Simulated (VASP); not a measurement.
# NaTi2B6 (Fm-3m) in VASP: a series of runs

Runs on NaTi2B6. Level: PBE. Tasks: single point, relaxation of cell and atoms.

All numbers are computed with VASP 6.6.1; they aren't measurements. Logs are shortened: lines on timing, memory, paths and dates and some standing lists are left out, and cuts for length are marked.

## 1. The cell of the first run

It takes space group Fm-3m (No. 225, cubic). Conventional cell: a = 7.029 Å, b = 7.029 Å, c = 7.029 Å, α = 90.00°, β = 90.00°, γ = 90.00°. Na (site symmetry m-3m) has 6 B at 2.28 Å and 8 Ti at 3.04 Å within 3.1 Å. Ti (site symmetry -43m) has 12 B at 2.54 Å and 4 Na at 3.04 Å and 6 Ti at 3.51 Å within 3.6 Å. Within 2.3 Å of B (site symmetry 4mm) lie 4 B at 1.75 Å and 1 Na at 2.28 Å.

The cell was generated, and may not be a known phase.

## 2. Single point, PBE

INCAR reads:

```
ALGO = Normal ; EDIFF = 1E-6
ENCUT = 520 ; GGA = PE
ISIF = 2 ; ISMEAR = 0
LASPH = T ; LCHARG = F
LREAL = F ; LWAVE = F
NBANDS = 34 ; NELM = 100
PREC = Accurate ; SIGMA = 0.1
```

KPOINTS reads:

```
k-points
0
Gamma
  10 10 10
```

POSCAR reads:

```
NaTi2B6
1.0
    0.0000000000      3.5146850848      3.5146850848
    3.5146850848      0.0000000000      3.5146850848
    3.5146850848      3.5146850848      0.0000000000
Na Ti B
1 2 6
Direct
    0.0000000000      0.0000000000      0.0000000000
    0.2500000000      0.2500000000      0.2500000000
    0.7500000000      0.7500000000      0.7500000000
    0.6763416883      0.3236583117      0.3236583117
    0.3236583117      0.6763416883      0.6763416883
    0.3236583117      0.6763416883      0.3236583117
    0.6763416883      0.3236583117      0.6763416883
    0.3236583117      0.3236583117      0.6763416883
    0.6763416883      0.6763416883      0.3236583117
```

Potentials or basis: VASP PAW PBE potentials, release 64 (Na_pv, Ti_sv, B).

On the command line:

```bash
$ cat potpaw_PBE.64/Na_pv/POTCAR potpaw_PBE.64/Ti_sv/POTCAR potpaw_PBE.64/B/POTCAR > POTCAR
$ mpirun -np 1 vasp_std > vasp.out
```

OUTCAR:

```text
EDIFF = 1E-6
   ENCUT = 520
   GGA = PE
   ISIF = 2
   ISMEAR = 0
   LASPH = T
   LREAL = F
   NELM = 100
   PREC = Accurate

 ion  position               nearest neighbor table
   1  0.000  0.000  0.000-   4 2.28   5 2.28   6 2.28   7 2.28   8 2.28   9 2.28
   2  0.250  0.250  0.250-   4 2.54   6 2.54   8 2.54   5 2.54   7 2.54   8 2.54   5 2.54   6 2.54
                             9 2.54   4 2.54   7 2.54   9 2.54
   3  0.750  0.750  0.750-   5 2.54   6 2.54   8 2.54   4 2.54   7 2.54   8 2.54   4 2.54   6 2.54
                             9 2.54   5 2.54   7 2.54   9 2.54
   4  0.676  0.324  0.324-   6 1.75   7 1.75   8 1.75   9 1.75   1 2.28   2 2.54   2 2.54   3 2.54
                             3 2.54
   5  0.324  0.676  0.676-   6 1.75   7 1.75   8 1.75   9 1.75   1 2.28   2 2.54   3 2.54   2 2.54
                             3 2.54
   6  0.324  0.676  0.324-   4 1.75   5 1.75   8 1.75   9 1.75   1 2.28   2 2.54   2 2.54   3 2.54
                             3 2.54
   7  0.676  0.324  0.676-   4 1.75   5 1.75   8 1.75   9 1.75   1 2.28   2 2.54   3 2.54   2 2.54
                             3 2.54
   8  0.324  0.324  0.676-   4 1.75   5 1.75   6 1.75   7 1.75   1 2.28   2 2.54   2 2.54   3 2.54
                             3 2.54
   9  0.676  0.676  0.324-   4 1.75   5 1.75   6 1.75   7 1.75   1 2.28   2 2.54   3 2.54   2 2.54
                             3 2.54

  LATTYP: Found a face centered cubic cell.
 ALAT       =     7.0293701696

  Lattice vectors:

 A1 = (   0.0000000000,   3.5146850848,   3.5146850848)
 A2 = (   3.5146850848,   0.0000000000,   3.5146850848)
 A3 = (   3.5146850848,   3.5146850848,   0.0000000000)

Analysis of symmetry for initial positions (statically):
=====================================================================
 Subroutine PRICEL returns:
 Original cell was already a primitive cell.

 Routine SETGRP: Setting up the symmetry group for a
 face centered cubic supercell.

 Subroutine GETGRP returns: Found 48 space group operations
 (whereof 48 operations were pure point group operations)
 out of a pool of 48 trial point group operations.

The static configuration has the point symmetry O_h .

Analysis of symmetry for dynamics (positions and initial velocities):
=====================================================================
 Subroutine PRICEL returns:
 Original cell was already a primitive cell.

 Routine SETGRP: Setting up the symmetry group for a
 face centered cubic supercell.

 Subroutine GETGRP returns: Found 48 space group operations
 (whereof 48 operations were pure point group operations)
 out of a pool of 48 trial point group operations.

The dynamic configuration has the point symmetry O_h .

 Subroutine INISYM returns: Found 48 space group operations
 (whereof 48 operations are pure point group operations),
 and found     1 'primitive' translations

----------------------------------------------------------------------------------------

                                     Primitive cell

  volume of cell :      86.8339

  direct lattice vectors                    reciprocal lattice vectors
     0.000000000  3.514685085  3.514685085    -0.142260256  0.142260256  0.142260256
     3.514685085  0.000000000  3.514685085     0.142260256 -0.142260256  0.142260256
     3.514685085  3.514685085  0.000000000     0.142260256  0.142260256 -0.142260256

  length of vectors
     4.970515314  4.970515314  4.970515314     0.246401991  0.246401991  0.246401991

  position of ions in fractional coordinates (direct lattice)
     0.000000000  0.000000000  0.000000000
     0.250000000  0.250000000  0.250000000
     0.750000000  0.750000000  0.750000000
     0.676341688  0.323658312  0.323658312
     0.323658312  0.676341688  0.676341688
     0.323658312  0.676341688  0.323658312
     0.676341688  0.323658312  0.676341688
     0.323658312  0.323658312  0.676341688
     0.676341688  0.676341688  0.323658312

  ion indices of the primitive-cell ions
   primitive index   ion index
                 1           1
                 2           2
                 3           3
                 4           4
                 5           5
                 6           6
                 7           7
                 8           8
                 9           9

----------------------------------------------------------------------------------------

 KPOINTS: k-points

Automatic generation of k-mesh.
 Grid dimensions read from file:
 generate k-points for:   10   10   10

 Generating k-lattice:

  Cartesian coordinates                     Fractional coordinates (reciprocal lattice)
    -0.014226026  0.014226026  0.014226026     0.100000000  0.000000000  0.000000000
     0.014226026 -0.014226026  0.014226026     0.000000000  0.100000000  0.000000000
     0.014226026  0.014226026 -0.014226026     0.000000000  0.000000000  0.100000000

  Length of vectors
     0.024640199  0.024640199  0.024640199

  Shift w.r.t. Gamma in fractional coordinates (k-lattice)
     0.000000000  0.000000000  0.000000000

 Subroutine IBZKPT returns following result:
 ===========================================

 Found     47 irreducible k-points:

 Following reciprocal coordinates:
            Coordinates               Weight
  0.000000  0.000000  0.000000      1.000000
  0.100000  0.000000  0.000000      8.000000
  0.200000  0.000000  0.000000      8.000000
  0.300000  0.000000  0.000000      8.000000
  0.400000  0.000000  0.000000      8.000000
  0.500000  0.000000  0.000000      4.000000
[... 16 lines left out ...]
  0.300000  0.300000  0.000000      6.000000
  0.400000  0.300000  0.000000     24.000000
 [... further k-points ...]
   k-points           NKPTS =     47   k-points in BZ     NKDIM =     47   number of bands    NBANDS=     34
   number of dos      NEDOS =    301   number of ions     NIONS =      9
   total plane-waves  NPLWV =  64000
   dimension x,y,z NGX =    40 NGY =   40 NGZ =   40
   dimension x,y,z NGXF=    80 NGYF=   80 NGZF=   80
   ions per type =               1   2   6
   NGX,Y,Z   is equivalent  to a cutoff of  13.38, 13.38, 13.38 a.u.
   NGXF,Y,Z  is equivalent  to a cutoff of  26.76, 26.76, 26.76 a.u.
 SYSTEM =  unknown system
   PREC   = accura    normal or accurate (medium, high low for compatibility)
   ISTART =      0    job   : 0-new  1-cont  2-samecut
   ICHARG =      2    charge: 1-file 2-atom 10-const
   ISPIN  =      1    spin polarized calculation?
   LNONCOLLINEAR =      F non collinear calculations
   LSORBIT =      F    spin-orbit coupling
   LASPH  =      T    aspherical Exc in radial PAW
   ENCUT  =  520.0 eV  38.22 Ry    6.18 a.u.   9.24  9.24  9.24*2*pi/ulx,y,z
   NELM   =    100;   NELMIN=  2; NELMDL= -5     # of ELM steps
   EDIFF  = 0.1E-05   stopping-criterion for ELM
   LREAL  =      F    real-space projection
   EDIFFG = 0.1E-04   stopping-criterion for IOM
   NSW    =      0    number of steps for IOM
   IBRION =     -1    ionic relax: 0-MD 1-quasi-New 2-CG
   NFREE  =      0    steps in history (QN), initial steepest desc. (CG)
   ISIF   =      2    stress and relaxation
   ISYM   =      2    0-nonsym 1-usesym 2-fastsym
   POTIM  = 0.5000    time-step for ionic-motion
   TEBEG  =    0.0;   TEEND  =   0.0 temperature during run
   PSTRESS=    0.0 pullay stress
   NELECT =      49.0000    total number of electrons
   NUPDOWN=      -1.0000    fix difference up-down
   EMIN   =  10.00;   EMAX   =-10.00  energy-range for DOS
   EFERMI =   0.00;   METHOD = LEGACY
   ISMEAR =     0;   SIGMA  =   0.10  broadening in eV -4-tet -1-fermi 0-gaus
   EFERMI_NEDOS =   21; number of points for ismear=-14 and -15
   IALGO  =     38    algorithm
   IMIX   =      4    mixing-type and parameters
     AMIX     =   0.40;   BMIX     =  1.00
     AMIX_MAG =   1.60;   BMIX_MAG =  1.00
  volume/ion in A,a.u.               =       9.65        65.11
  Fermi-wavevector in a.u.,A,eV,Ry     =   1.352832  2.556481 24.900752  1.830154
  Thomas-Fermi vector in A             =   2.480138
   LORBIT       =      0    0 simple, 1 ext, 2 COOP (PROOUT), +10 PAW based schemes
   GGA     = PE    functional components
   LHFCALC =     F    Hartree Fock is set to
   AEXX    =    0.0000 exact exchange contribution
   IVDW    =     0    specifies the selected vdW correction
   LEPSILON=     F    determine dielectric tensor
   LRPA    =     F    only Hartree local field effects (RPA)
 non-spin polarized calculation
 Gauss-broadening in eV      SIGMA  =   0.10
  energy-cutoff  :      520.00
  volume of cell :       86.83
 maximum number of plane-waves:      2362
 NGX is ok and might be reduce to    40
   NGX = 19   NGY = 19   NGZ = 19

 number of electron      49.0000006 magnetization

 Free energy of the ion-electron system (eV)
  ---------------------------------------------------
  ext. energy  EPLUGINS =         0.00000000
  ---------------------------------------------------
  free energy    TOTEN  =       -55.35146898 eV

  energy without entropy =      -55.33311732  energy(sigma->0) =      -55.34229315

 E-fermi :   7.4940     XC(G=0): -11.7025

 val. band max:        7.4810544920   @ k =   0.4000   0.1000   0.0000
 cond. band min:       7.4939772278   @ k =  -0.4000   0.3000   0.0000
 fundamental gap:      0.0129227358
 Fermi energy:         7.4939726730

 k-point     1 :       0.0000    0.0000    0.0000
  band No.  band energies     occupation
      1     -49.9046      2.00000
      2     -49.8929      2.00000
      3     -26.1824      2.00000
      4     -26.1824      2.00000
      5     -26.1824      2.00000
      6     -26.1351      2.00000
[... 26 lines left out ...]
     33      11.1384      0.00000
     34      11.1395      0.00000

 k-point     2 :       0.1000    0.0000    0.0000
  band No.  band energies     occupation
      1     -49.9043      2.00000
      2     -49.8932      2.00000
      3     -26.1815      2.00000
      4     -26.1813      2.00000
      5     -26.1813      2.00000
      6     -26.1364      2.00000
[... 806 lines left out ...]
 k-point    24 :       0.4000    0.3000    0.0000
  band No.  band energies     occupation
      1     -49.9013      2.00000
      2     -49.8962      2.00000
      3     -26.1878      2.00000
      4     -26.1877      2.00000
      5     -26.1851      2.00000
      6     -26.1345      2.00000
[... 26 lines left out ...]
     33      10.3165      0.00000
     34      10.9122      0.00000

 [... further k-points ...]

------------------------ aborting loop because EDIFF is reached ----------------------------------------

  FORCE on cell =-STRESS in cart. coord.  units (eV):
  Direction    XX          YY          ZZ          XY          YZ          ZX
  --------------------------------------------------------------------------------------
  -------------------------------------------------------------------------------------
  Total        0.1371471      0.1371471      0.1371471     -0.0000000      0.0000000      0.0000000
  in kB        2.5305094      2.5305094      2.5305094     -0.0000000      0.0000000      0.0000000
  external PRESSURE =       2.5305094 kB  Pullay stress =       0.0000000 kB

 VOLUME and BASIS-vectors are now :
 -----------------------------------------------------------------------------
  energy-cutoff  :      520.00
  volume of cell :       86.83
      direct lattice vectors                 reciprocal lattice vectors
     0.000000000  3.514685085  3.514685085    -0.142260256  0.142260256  0.142260256
     3.514685085  0.000000000  3.514685085     0.142260256 -0.142260256  0.142260256
     3.514685085  3.514685085  0.000000000     0.142260256  0.142260256 -0.142260256

 POSITION                                       TOTAL-FORCE (eV/Angst)
 -----------------------------------------------------------------------------------
      0.00000      0.00000      0.00000        -0.000000     -0.000000      0.000000
      1.75734      1.75734      1.75734        -0.000000     -0.000000      0.000000
      5.27203      5.27203      5.27203        -0.000000     -0.000000      0.000000
      2.27511      3.51469      3.51469        -0.008332     -0.000000      0.000000
      4.75426      3.51469      3.51469         0.008332     -0.000000      0.000000
      3.51469      2.27511      3.51469        -0.000000     -0.008332      0.000000
      3.51469      4.75426      3.51469        -0.000000      0.008332      0.000000
      3.51469      3.51469      2.27511        -0.000000     -0.000000     -0.008332
      3.51469      3.51469      4.75426        -0.000000     -0.000000      0.008332
 -----------------------------------------------------------------------------------
    total drift:                               -0.000000     -0.000000      0.000000

  FREE ENERGIE OF THE ION-ELECTRON SYSTEM (eV)
  ---------------------------------------------------
  free  energy   TOTEN  =       -55.3514689812 eV

  energy  without entropy=      -55.3331173201  energy(sigma->0) =      -55.34229315
```

Run time: 1.8 min. Hardware: 1 thread of Intel Xeon 6975P-C (Granite Rapids), shared host; peak memory 0.3 GiB.

Results:

```
Free energy            : -55.3515 eV
Pressure               : 0.3 GPa
Largest force          : 0.008 eV/Å
Band gap on the k mesh : zero (an odd number of electrons rules out a gap without spin polarisation)
```

Forces on the atoms (eV/Å):
```
Na   0.000  0.000  0.000
Ti   0.000  0.000  0.000
Ti   0.000  0.000  0.000
B   -0.008  0.000  0.000
B    0.008  0.000  0.000
B    0.000 -0.008  0.000
B    0.000  0.008  0.000
B    0.000  0.000 -0.008
B    0.000  0.000  0.008
```

[end of part 1 of 3]

The gap in the log of VASP goes by the Fermi energy; the results here count the filled bands.